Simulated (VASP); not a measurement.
# RbBiO3 (Pm-3m) in VASP: a series of runs

Runs on RbBiO3. Level: LDA. Tasks: single point.

Program: VASP 6.6.1. These are calculated values, not measurements. Logs are shortened: lines on timing, memory, paths and dates and some standing lists are left out, and cuts for length are marked.

### Step 1. The cell of the first run

It takes space group Pm-3m (No. 221, cubic). Conventional cell: a = 4.371 Å, b = 4.371 Å, c = 4.371 Å, α = 90.00°, β = 90.00°, γ = 90.00°. Rb (site symmetry m-3m) has 12 O at 3.09 Å and 8 Bi at 3.78 Å within 4.1 Å. Within 2.9 Å of Bi (site symmetry m-3m) lie 6 O at 2.19 Å. Within 2.9 Å of O (site symmetry 4/mmm) lie 2 Bi at 2.19 Å.

### Step 2. Single point, LDA

File INCAR:

```
SYSTEM = RbBiO3
PREC     = Accurate       ! precision mode
ENCUT    = 520            ! plane-wave cutoff, eV
EDIFF    = 1E-6           ! SCF threshold, eV
ISMEAR   = -1             ! smearing method
SIGMA    = 0.1            ! smearing width, eV
LREAL    = .False.        ! projectors in reciprocal space
LASPH    = .True.         ! aspherical terms in the spheres
NELM     = 60             ! most SCF steps
ALGO     = Normal         ! electronic algorithm
ISIF     = 2              ! what is computed and relaxed
LWAVE    = .False.        ! write WAVECAR
LCHARG   = .False.        ! write CHGCAR
GGA      = CA             ! functional
NBANDS   = 29             ! bands
```

File KPOINTS:

```
regular mesh
0
Gamma
  5 5 5
  0 0 0
```

File POSCAR:

```
RbBiO3
1.0
    4.3705158943      0.0000000000      0.0000000000
    0.0000000000      4.3705158943      0.0000000000
    0.0000000000      0.0000000000      4.3705158943
Rb Bi O
1 1 3
Direct
    0.0000000000      0.0000000000      0.0000000000
    0.5000000000      0.5000000000      0.5000000000
    0.5000000000      0.5000000000      0.0000000000
    0.5000000000      0.0000000000      0.5000000000
    0.0000000000      0.5000000000      0.5000000000
```

Potentials or basis: VASP PAW LDA potentials, release 64 (Rb_sv, Bi_d, O).

Started as:

```console
$ cat potpaw_LDA.64/Rb_sv/POTCAR potpaw_LDA.64/Bi_d/POTCAR potpaw_LDA.64/O/POTCAR > POTCAR
$ mpirun -np 1 vasp_std > vasp.out
```

OUTCAR:

```text
SYSTEM = RbBiO3
   PREC = Accurate
   ENCUT = 520
   EDIFF = 1E-6
   ISMEAR = -1
   LREAL = .False.
   LASPH = .True.
   NELM = 60
   ISIF = 2
   GGA = CA

 ion  position               nearest neighbor table
   1  0.000  0.000  0.000-   3 3.09   4 3.09   5 3.09   4 3.09   5 3.09   3 3.09   5 3.09   5 3.09
                             3 3.09   4 3.09   4 3.09   3 3.09   2 3.78   2 3.78   2 3.78   2 3.78
   2  0.500  0.500  0.500-   3 2.19   4 2.19   5 2.19   3 2.19   4 2.19   5 2.19   1 3.78   1 3.78
                             1 3.78   1 3.78   1 3.78   1 3.78   1 3.78   1 3.78
   3  0.500  0.500  0.000-   2 2.19   2 2.19   1 3.09   1 3.09   1 3.09   1 3.09
   4  0.500  0.000  0.500-   2 2.19   2 2.19   1 3.09   1 3.09   1 3.09   1 3.09
   5  0.000  0.500  0.500-   2 2.19   2 2.19   1 3.09   1 3.09   1 3.09   1 3.09

  LATTYP: Found a simple cubic cell.
 ALAT       =     4.3705158943

  Lattice vectors:

 A1 = (   4.3705158943,   0.0000000000,   0.0000000000)
 A2 = (   0.0000000000,   4.3705158943,   0.0000000000)
 A3 = (   0.0000000000,   0.0000000000,   4.3705158943)

Analysis of symmetry for initial positions (statically):
=====================================================================
 Subroutine PRICEL returns:
 Original cell was already a primitive cell.

 Routine SETGRP: Setting up the symmetry group for a
 simple cubic supercell.

 Subroutine GETGRP returns: Found 48 space group operations
 (whereof 48 operations were pure point group operations)
 out of a pool of 48 trial point group operations.

The static configuration has the point symmetry O_h .

Analysis of symmetry for dynamics (positions and initial velocities):
=====================================================================
 Subroutine PRICEL returns:
 Original cell was already a primitive cell.

 Routine SETGRP: Setting up the symmetry group for a
 simple cubic supercell.

 Subroutine GETGRP returns: Found 48 space group operations
 (whereof 48 operations were pure point group operations)
 out of a pool of 48 trial point group operations.

The dynamic configuration has the point symmetry O_h .

 Subroutine INISYM returns: Found 48 space group operations
 (whereof 48 operations are pure point group operations),
 and found     1 'primitive' translations

----------------------------------------------------------------------------------------

                                     Primitive cell

  volume of cell :      83.4830

  direct lattice vectors                    reciprocal lattice vectors
     4.370515894  0.000000000  0.000000000     0.228805941  0.000000000  0.000000000
     0.000000000  4.370515894  0.000000000     0.000000000  0.228805941  0.000000000
     0.000000000  0.000000000  4.370515894     0.000000000  0.000000000  0.228805941

  length of vectors
     4.370515894  4.370515894  4.370515894     0.228805941  0.228805941  0.228805941

  position of ions in fractional coordinates (direct lattice)
     0.000000000  0.000000000  0.000000000
     0.500000000  0.500000000  0.500000000
     0.500000000  0.500000000  0.000000000
     0.500000000  0.000000000  0.500000000
     0.000000000  0.500000000  0.500000000

  ion indices of the primitive-cell ions
   primitive index   ion index
                 1           1
                 2           2
                 3           3
                 4           4
                 5           5

----------------------------------------------------------------------------------------

 KPOINTS: regular mesh

Automatic generation of k-mesh.
 Grid dimensions read from file:
 generate k-points for:    5    5    5

 Generating k-lattice:

  Cartesian coordinates                     Fractional coordinates (reciprocal lattice)
     0.045761188  0.000000000  0.000000000     0.200000000  0.000000000  0.000000000
     0.000000000  0.045761188  0.000000000     0.000000000  0.200000000  0.000000000
     0.000000000  0.000000000  0.045761188     0.000000000  0.000000000  0.200000000

  Length of vectors
     0.045761188  0.045761188  0.045761188

  Shift w.r.t. Gamma in fractional coordinates (k-lattice)
     0.000000000  0.000000000  0.000000000

 Subroutine IBZKPT returns following result:
 ===========================================

 Found     10 irreducible k-points:

 Following reciprocal coordinates:
            Coordinates               Weight
  0.000000  0.000000  0.000000      1.000000
  0.200000  0.000000  0.000000      6.000000
  0.400000  0.000000  0.000000      6.000000
  0.200000  0.200000  0.000000     12.000000
  0.400000  0.200000  0.000000     24.000000
  0.400000  0.400000  0.000000     12.000000
  0.200000  0.200000  0.200000      8.000000
  0.400000  0.200000  0.200000     24.000000
  0.400000  0.400000  0.200000     24.000000
  0.400000  0.400000  0.400000      8.000000
   k-points           NKPTS =     10   k-points in BZ     NKDIM =     10   number of bands    NBANDS=     29
   number of dos      NEDOS =    301   number of ions     NIONS =      5
   total plane-waves  NPLWV =  46656
   dimension x,y,z NGX =    36 NGY =   36 NGZ =   36
   dimension x,y,z NGXF=    72 NGYF=   72 NGZF=   72
   ions per type =               1   1   3
   NGX,Y,Z   is equivalent  to a cutoff of  13.69, 13.69, 13.69 a.u.
   NGXF,Y,Z  is equivalent  to a cutoff of  27.39, 27.39, 27.39 a.u.
 SYSTEM =  RbBiO3
   PREC   = accura    normal or accurate (medium, high low for compatibility)
   ISTART =      0    job   : 0-new  1-cont  2-samecut
   ICHARG =      2    charge: 1-file 2-atom 10-const
   ISPIN  =      1    spin polarized calculation?
   LNONCOLLINEAR =      F non collinear calculations
   LSORBIT =      F    spin-orbit coupling
   LASPH  =      T    aspherical Exc in radial PAW
   ENCUT  =  520.0 eV  38.22 Ry    6.18 a.u.   8.13  8.13  8.13*2*pi/ulx,y,z
   NELM   =     60;   NELMIN=  2; NELMDL= -5     # of ELM steps
   EDIFF  = 0.1E-05   stopping-criterion for ELM
   LREAL  =      F    real-space projection
   EDIFFG = 0.1E-04   stopping-criterion for IOM
   NSW    =      0    number of steps for IOM
   IBRION =     -1    ionic relax: 0-MD 1-quasi-New 2-CG
   NFREE  =      0    steps in history (QN), initial steepest desc. (CG)
   ISIF   =      2    stress and relaxation
   ISYM   =      2    0-nonsym 1-usesym 2-fastsym
   POTIM  = 0.5000    time-step for ionic-motion
   TEBEG  =    0.0;   TEEND  =   0.0 temperature during run
   PSTRESS=    0.0 pullay stress
   NELECT =      42.0000    total number of electrons
   NUPDOWN=      -1.0000    fix difference up-down
   EMIN   =  10.00;   EMAX   =-10.00  energy-range for DOS
   EFERMI =   0.00;   METHOD = LEGACY
   ISMEAR =    -1;   SIGMA  =   0.10  broadening in eV -4-tet -1-fermi 0-gaus
   EFERMI_NEDOS =   21; number of points for ismear=-14 and -15
   IALGO  =     38    algorithm
   IMIX   =      4    mixing-type and parameters
     AMIX     =   0.40;   BMIX     =  1.00
     AMIX_MAG =   1.60;   BMIX_MAG =  1.00
  volume/ion in A,a.u.               =      16.70       112.67
  Fermi-wavevector in a.u.,A,eV,Ry     =   1.302043  2.460504 23.066163  1.695315
  Thomas-Fermi vector in A             =   2.433137
   LORBIT       =      0    0 simple, 1 ext, 2 COOP (PROOUT), +10 PAW based schemes
   GGA     = CA    functional components
   LHFCALC =     F    Hartree Fock is set to
   AEXX    =    0.0000 exact exchange contribution
   IVDW    =     0    specifies the selected vdW correction
   LEPSILON=     F    determine dielectric tensor
   LRPA    =     F    only Hartree local field effects (RPA)
 non-spin polarized calculation
  energy-cutoff  :      520.00
  volume of cell :       83.48
 maximum number of plane-waves:      2301
 NGX is ok and might be reduce to    36
   NGX = 17   NGY = 17   NGZ = 17

 number of electron      41.9999976 magnetization

 Free energy of the ion-electron system (eV)
  ---------------------------------------------------
  ext. energy  EPLUGINS =         0.00000000
  ---------------------------------------------------
  free energy    TOTEN  =       -28.23797674 eV

  energy without entropy =      -28.14528567  energy(sigma->0) =      -28.19163120

 E-fermi :   1.7599     XC(G=0): -10.4598

 val. band max:        1.7175860499   @ k =   0.4000   0.4000   0.2000
 cond. band min:       1.7600386757   @ k =   0.4000   0.4000   0.4000
 fundamental gap:      0.0424526258
 Fermi energy:         1.7598977965

 k-point     1 :       0.0000    0.0000    0.0000
  band No.  band energies     occupation
      1     -21.7998      2.00000
      2     -20.3426      2.00000
      3     -20.3426      2.00000
      4     -19.9002      2.00000
      5     -19.9002      2.00000
      6     -19.9002      2.00000
[... 21 lines left out ...]
     28      11.3332      0.00000
     29      11.8459      0.00000

 k-point     2 :       0.2000    0.0000    0.0000
  band No.  band energies     occupation
      1     -21.7919      2.00000
      2     -20.3422      2.00000
      3     -20.2881      2.00000
      4     -19.9032      2.00000
      5     -19.9032      2.00000
      6     -19.9000      2.00000
[... 21 lines left out ...]
     28      11.3303      0.00000
     29      11.5091      0.00000

 k-point     3 :       0.4000    0.0000    0.0000
  band No.  band energies     occupation
      1     -21.7791      2.00000
      2     -20.3418      2.00000
      3     -20.1976      2.00000
      4     -19.9082      2.00000
      5     -19.9082      2.00000
      6     -19.8999      2.00000
[... 21 lines left out ...]
     28      11.3931      0.00000
     29      11.8880      0.00000

 k-point     4 :       0.2000    0.2000    0.0000
  band No.  band energies     occupation
      1     -21.7851      2.00000
      2     -20.3155      2.00000
      3     -20.2588      2.00000
      4     -19.9059      2.00000
      5     -19.9031      2.00000
      6     -19.9030      2.00000
[... 21 lines left out ...]
     28      10.9850      0.00000
     29      11.6869      0.00000

 k-point     5 :       0.4000    0.2000    0.0000
  band No.  band energies     occupation
      1     -21.7739      2.00000
      2     -20.3063      2.00000
      3     -20.1746      2.00000
      4     -19.9103      2.00000
      5     -19.9080      2.00000
      6     -19.9029      2.00000
[... 21 lines left out ...]
     28      11.5647      0.00000
     29      12.0200      0.00000

 k-point     6 :       0.4000    0.4000    0.0000
  band No.  band energies     occupation
      1     -21.7656      2.00000
      2     -20.2731      2.00000
      3     -20.1101      2.00000
      4     -19.9136      2.00000
      5     -19.9078      2.00000
      6     -19.9077      2.00000
[... 21 lines left out ...]
     28      12.2288      0.00000
     29      12.4669      0.00000

 k-point     7 :       0.2000    0.2000    0.2000
  band No.  band energies     occupation
      1     -21.7789      2.00000
      2     -20.2585      2.00000
      3     -20.2585      2.00000
      4     -19.9062      2.00000
      5     -19.9062      2.00000
      6     -19.9054      2.00000
[... 21 lines left out ...]
     28      10.8846      0.00000
     29      12.5302      0.00000

 k-point     8 :       0.4000    0.2000    0.2000
  band No.  band energies     occupation
      1     -21.7688      2.00000
      2     -20.2581      2.00000
      3     -20.1635      2.00000
      4     -19.9113      2.00000
      5     -19.9098      2.00000
      6     -19.9059      2.00000
[... 21 lines left out ...]
     28      11.7336      0.00000
     29      12.3286      0.00000

 k-point     9 :       0.4000    0.4000    0.2000
  band No.  band energies     occupation
      1     -21.7606      2.00000
      2     -20.2122      2.00000
      3     -20.1100      2.00000
      4     -19.9146      2.00000
      5     -19.9110      2.00000
      6     -19.9107      2.00000
[... 21 lines left out ...]
     28      12.5040      0.00000
     29      12.5450      0.00000

 k-point    10 :       0.4000    0.4000    0.4000
  band No.  band energies     occupation
      1     -21.7525      2.00000
      2     -20.1098      2.00000
      3     -20.1098      2.00000
      4     -19.9163      2.00000
      5     -19.9163      2.00000
      6     -19.9154      2.00000
[... 21 lines left out ...]
     28      12.8238      0.00000
     29      12.8390      0.00000

------------------------ aborting loop because EDIFF is reached ----------------------------------------

  FORCE on cell =-STRESS in cart. coord.  units (eV):
  Direction    XX          YY          ZZ          XY          YZ          ZX
  --------------------------------------------------------------------------------------
  -------------------------------------------------------------------------------------
  Total       -4.4978585     -4.4978585     -4.4978585     -0.0000000     -0.0000000      0.0000000
  in kB      -86.3213573    -86.3213573    -86.3213573     -0.0000000     -0.0000000      0.0000000
  external PRESSURE =     -86.3213573 kB  Pullay stress =       0.0000000 kB

 VOLUME and BASIS-vectors are now :
 -----------------------------------------------------------------------------
  energy-cutoff  :      520.00
  volume of cell :       83.48
      direct lattice vectors                 reciprocal lattice vectors
     4.370515894  0.000000000  0.000000000     0.228805941  0.000000000  0.000000000
     0.000000000  4.370515894  0.000000000     0.000000000  0.228805941  0.000000000
     0.000000000  0.000000000  4.370515894     0.000000000  0.000000000  0.228805941

 POSITION                                       TOTAL-FORCE (eV/Angst)
 -----------------------------------------------------------------------------------
      0.00000      0.00000      0.00000         0.000000      0.000000      0.000000
      2.18526      2.18526      2.18526         0.000000      0.000000      0.000000
      2.18526      2.18526      0.00000         0.000000      0.000000      0.000000
      2.18526      0.00000      2.18526         0.000000      0.000000      0.000000
      0.00000      2.18526      2.18526         0.000000      0.000000      0.000000
 -----------------------------------------------------------------------------------
    total drift:                                0.000000      0.000000      0.000000

  FREE ENERGIE OF THE ION-ELECTRON SYSTEM (eV)
  ---------------------------------------------------
  free  energy   TOTEN  =       -28.2379767368 eV

  energy  without entropy=      -28.1452856704  energy(sigma->0) =      -28.19163120
```

Wall time 14 s (1 thread of AMD EPYC 9R45 (Zen 5), shared host); peak memory 0.14 GiB.

What came out:

```yaml
Free_energy: -28.2380 eV
Pressure: -8.6 GPa
Band_gap_on_the_k_mesh: zero (band 21 reaches 1.76 eV, above the bottom of band 22 at 1.16 eV)
```

Caveat: spin-orbit coupling is left out, which moves the levels of the heavy elements.

### Step 3. Single point, LDA

This run uses another cell than the first one, of 17.31 Å³/atom, 1.037 times its volume.

File INCAR:

```
  PREC = Accurate
  ENCUT = 520
  EDIFF = 1E-6
  ISMEAR = -1
  SIGMA = 0.1
  LREAL = F
  LASPH = T
  NELM = 100
  ALGO = Normal
  ISIF = 2
  LWAVE = F
  LCHARG = F
  GGA = CA
  NBANDS = 29
```

File KPOINTS:

```
regular mesh
0
Gamma
  5 5 5
```

Changes to POSCAR since step 2:

```diff
@@ -2,5 +2,5 @@
 1.0
-    4.3705158943      0.0000000000      0.0000000000
-    0.0000000000      4.3705158943      0.0000000000
-    0.0000000000      0.0000000000      4.3705158943
+    4.4238201220      0.0000000000      0.0000000000
+    0.0000000000      4.4238201220      0.0000000000
+    0.0000000000      0.0000000000      4.4238201220
 Rb Bi O
```

Potentials or basis: VASP PAW LDA potentials, release 64 (Rb_sv, Bi_d, O).

Started as:

```console
$ cat potpaw_LDA.64/Rb_sv/POTCAR potpaw_LDA.64/Bi_d/POTCAR potpaw_LDA.64/O/POTCAR > POTCAR
$ mpirun -np 1 vasp_std > vasp.out
```

Wall time 14 s (1 thread of AMD EPYC 9R45 (Zen 5), shared host); peak memory 0.14 GiB.

It converged, with:

| Quantity | Value |
| --- | --- |
| Free energy | -28.0523 eV |
| Pressure | -10.8 GPa |
| Band gap on the k mesh | zero (band 21 reaches 1.49 eV, above the bottom of band 22 at 0.91 eV) |

Levels at points of the mesh, in eV from the Fermi level:
| k point | band 19 | band 20 | band 21 | band 22 | band 23 | band 24 |
| --- | --- | --- | --- | --- | --- | --- |
| (0.00, 0.00, 0.00) | -0.64 | -0.58 | -0.58 | -0.58 | 6.36 | 7.53 |

Caveat: spin-orbit coupling is left out, which moves the levels of the heavy elements.
